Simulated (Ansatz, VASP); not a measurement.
## Al: VASP beside Ansatz

The input INCAR:

```
SYSTEM = Al
PREC     = Accurate       ! precision mode
ENCUT    = 500            ! plane-wave cutoff, eV
EDIFF    = 1E-6           ! SCF threshold, eV
ISMEAR   = -1             ! smearing method
SIGMA    = 0.02           ! smearing width, eV
LREAL    = .FALSE.        ! projectors in reciprocal space
LASPH    = .TRUE.         ! aspherical terms in the spheres
NELM     = 120            ! most SCF steps
ALGO     = Normal         ! electronic algorithm
ISIF     = 2              ! what is computed and relaxed
LWAVE    = .FALSE.        ! write WAVECAR
LCHARG   = .FALSE.        ! write CHGCAR
GGA      = PE             ! functional
NBANDS   = 8              ! bands
GGA_COMPAT= .FALSE.
```

File KPOINTS:

```
regular mesh
0
G
  6 6 6
  0 0 0
```

Contents of POSCAR:

```
Al
1.0
    0.0000000000      2.0248050000      2.0248050000
    2.0248050000      0.0000000000      2.0248050000
    2.0248050000      2.0248050000      0.0000000000
Al
1
Direct
    0.0000000000      0.0000000000      0.0000000000
```

The input input.yaml:

```yaml
crystal:
  lattice:
    - [0.0, 2.024805, 2.024805]
    - [2.024805, 0.0, 2.024805]
    - [2.024805, 2.024805, 0.0]
  atoms:
    - { symbol: Al, position: [0.0, 0.0, 0.0] }
kpoints:
  mp_grid: { grid: [6, 6, 6] }
scf:
  occupations: { method: fermi_dirac, width: 0.02 }
hamiltonian:
  xc: pbe
  pseudopotentials: { kind: all_electron, lapw: { basis_error: 0.003 } }
output:
  forces: true
  stress: true
  eigenvalues: true
```

Alike in both runs: task single point; functional PBE; k mesh 6 × 6 × 6; occupations fermi-dirac, width 0.02 eV; no spin polarisation.

|  | VASP | Ansatz |
| --- | --- | --- |
| version | VASP 6.6.1 | Ansatz 0.2.0 |
| potentials or method | VASP PAW PBE potentials, release 64 (Al), cutoff 500 eV | all-electron LAPW, scalar-relativistic |

|  | VASP | Ansatz | Ansatz less VASP |
| --- | --- | --- | --- |
| gap on the k mesh at the Fermi level (eV) | none | none | - |
| pressure (GPa) | 0.0 | 0.0 | +0.04 |

A gap of «none» marks a metal or a gap that the smearing closes. Ansatz ran all-electron here, and VASP with PAW potentials.

The k mesh is coarse, so the values compare programs but aren't converged.
